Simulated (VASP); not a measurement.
Set up this calculation in VASP 6.6.1, as the native input.

| Quantity | Value |
| --- | --- |
| Task | single point |
| Functional | PBEsol |
| Potentials or basis | VASP PAW PBE potentials, release 64 (Se) |
| Cutoff | 520 eV |
| k mesh | 9 × 9 × 7 |
| Occupations | fermi-dirac, width 0.02 eV |
| Spin | no spin polarisation |
| Dipole correction | no |
| Further INCAR settings | ALGO = Normal; EDIFF = 1e-06; NBANDS = 16 |

The structure of Se lies in POSCAR:

```
Se
1.0
    4.5494257910      0.0000000000      0.0000000000
   -2.2747128954      3.9399183076      0.0000000000
    0.0000000000      0.0000000000      5.0280945358
Se
3
Direct
    0.2178929800      0.0000000000      0.3333333300
    0.0000000000      0.2178929800      0.6666666700
    0.7821070200      0.7821070200      0.0000000000
```

The input as run:

INCAR

```
SYSTEM = Se
PREC = Accurate ; ENCUT = 520
EDIFF = 1E-6 ; ISMEAR = -1
SIGMA = 0.02 ; LREAL = .FALSE.
LASPH = .TRUE. ; NELM = 100
ALGO = Normal ; ISIF = 2
LWAVE = .FALSE. ; LCHARG = .FALSE.
GGA = PS ; NBANDS = 16
```

KPOINTS

```
regular mesh
0
G
  9 9 7
  0 0 0
```

Potentials or basis: VASP PAW PBE potentials, release 64 (Se).

Command:

```bash
$ cat potpaw_PBE.64/Se/POTCAR > POTCAR
$ mpirun -np 1 vasp_std > vasp.out
```

It gave:

```yaml
Pressure: -2.1 GPa
Largest_force: 0.111 eV/Å
Band_gap_on_the_k_mesh: 1.21 eV (least direct gap 1.32 eV)
```

Caveat: the PAW data sets were made with another functional, which shifts forces and pressure a little.

Wall time 38 s on 1 thread of Intel(R) Xeon(R) Platinum 8488C (Sapphire Rapids) (shared host), peak memory 0.25 GiB.
